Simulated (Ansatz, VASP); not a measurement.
**Two plane-wave programs on WS2**

The input POSCAR:

```
WS2
1.0
    3.1699462934      0.0000000000      0.0000000000
   -1.5849731467      2.7452540187      0.0000000000
    0.0000000000      0.0000000000     11.9914277304
W S
2 4
Direct
    0.3333333333      0.6666666667      0.2500000000
    0.6666666667      0.3333333333      0.7500000000
    0.6666666667      0.3333333333      0.3798189439
    0.6666666667      0.3333333333      0.1201810561
    0.3333333333      0.6666666667      0.8798189439
    0.3333333333      0.6666666667      0.6201810561
```

The input INCAR.step1:

```
SYSTEM = WS2
ALGO = Normal
EDIFF = 1E-5
ENCUT = 550
GGA = PE
GGA_COMPAT = .False.
ISMEAR = 0
LASPH = .True.
LCHARG = .False.
LREAL = .False.
LWAVE = .True.
NBANDS = 35
NELM = 120
PREC = Accurate
SIGMA = 0.01
```

Contents of INCAR.step2:

```
SYSTEM = WS2
ALGO = Normal
EDIFF = 1E-6
ENCUT = 550
GGA_COMPAT = .False.
ISIF = 2
ISMEAR = 0
ISTART = 1
LASPH = .True.
LCHARG = .False.
LMIXTAU = .True.
LREAL = .False.
LWAVE = .False.
METAGGA = R2SCAN
NBANDS = 35
NELM = 120
PREC = Accurate
SIGMA = 0.01
```

Contents of KPOINTS:

```
k-points
0
Gamma
  12 12 2
  0 0 0
```

Input for Ansatz:

```yaml
crystal:
  lattice:
    - [3.1699462934, 0.0, 0.0]
    - [-1.5849731467, 2.7452540187, 0.0]
    - [0.0, 0.0, 11.9914277304]
  atoms:
    - { symbol: W, position: [0.3333333333, 0.6666666667, 0.25] }
    - { symbol: W, position: [0.6666666667, 0.3333333333, 0.75] }
    - { symbol: S, position: [0.6666666667, 0.3333333333, 0.3798189439] }
    - { symbol: S, position: [0.6666666667, 0.3333333333, 0.1201810561] }
    - { symbol: S, position: [0.3333333333, 0.6666666667, 0.8798189439] }
    - { symbol: S, position: [0.3333333333, 0.6666666667, 0.6201810561] }
kpoints:
  mp_grid: { grid: [12, 12, 2] }
  band_path:
    path:
      - [0.0, 0.0, 0.0]
      - [0.5, 0.0, 0.0]
      - [0.3333333333, 0.3333333333, 0.0]
      - [0.0, 0.0, 0.5]
      - [0.5, 0.0, 0.5]
      - [0.3333333333, 0.3333333333, 0.5]
      - [0.174479, 0.174479, 0.0]
    npoints: 1
hamiltonian:
  xc: r2scan
scf:
  occupations: { method: fixed }
  n_extra_bands: 5
output:
  forces: true
  stress: true
  eigenvalues: true
  write_density: true
  write_potential: true
  elf: true
  volumetric_format: npy
```

Change from the starting cell: uniaxial_z strain -4.0%.

Alike in both runs: task single point; functional r2SCAN; k mesh 12 × 12 × 2; no spin polarisation.

|  | VASP | Ansatz |
| --- | --- | --- |
| version | VASP 6.6.1 | Ansatz 0.2.0 |
| potentials or method | VASP PAW PBE potentials, release 64 (W_sv, S) | plane waves, PAW |
| plane-wave cutoff (eV) | 550 | 500 |
| occupations | gaussian, width 0.01 eV | fixed |
| valence electrons in the cell | 52 | 52 |

VASP gave:

```
gap on the k mesh at the Fermi level (eV)                     : 0.95
pressure (GPa)                                                : 2.9
traceless stress, the component that is largest in VASP (GPa) : 1.35
rms of the force components (eV/Å)                            : 0.015
```

Q: What did Ansatz give for the same quantities?

A: gap on the k mesh at the Fermi level (eV): 0.94; pressure (GPa): 2.7; traceless stress, the component that is largest in VASP (GPa): 1.41; rms of the force components (eV/Å): 0.026.

VASP's potentials were made for PBE, not for r2SCAN. Atom by atom the forces differ by 0.010 eV/Å (rms over components).

Neither program's run includes spin-orbit coupling.
